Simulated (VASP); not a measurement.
# TePb: single point with PBE

TePb:

```
Pb Te
1.0
     4.56744    0.00000    0.00000
    -2.28372    3.95552    0.00000
     0.00000    0.00000    5.51850
Pb Te
2 2
Direct
  0.33333 0.66667 0.93800
  0.66667 0.33333 0.43800
  0.33333 0.66667 0.43800
  0.66667 0.33333 0.93800
```

* Program: VASP 6.6.1
* Task: single point
* Functional: PBE
* Potentials or basis: VASP PAW PBE potentials, release 64 (Pb_d, Te)
* Cutoff: 520 eV
* k mesh: 10 × 10 × 5
* Occupations: fermi-dirac, width 0.08 eV
* Spin: no spin polarisation
* Dipole correction: no
* Further INCAR settings: ALGO = Normal; EDIFF = 1e-06; NBANDS = 28

The pressure is 53.9 GPa. The band gap on the k mesh is zero (bands 20 and 21 overlap by 0.55 eV).

Levels at points of the mesh, in eV from the Fermi level:
```csv
k point,band 18,band 19,band 20,band 21,band 22,band 23
"(0.00, 0.00, 0.00)",-3.23,-2.89,-2.89,-0.28,-0.28,2.69
"(0.50, 0.00, 0.00)",-4.01,-3.99,-0.30,2.66,3.28,3.43
```

Run time: 40 s on 1 thread of Intel(R) Xeon(R) 6975P-C (Granite Rapids), with other jobs on the host, peak memory 0.28 GiB.

Caveat: the cell stands under pressure; semilocal functionals underestimate gaps, and a narrow one can read as zero; spin-orbit coupling is left out, which moves the levels of the heavy elements.
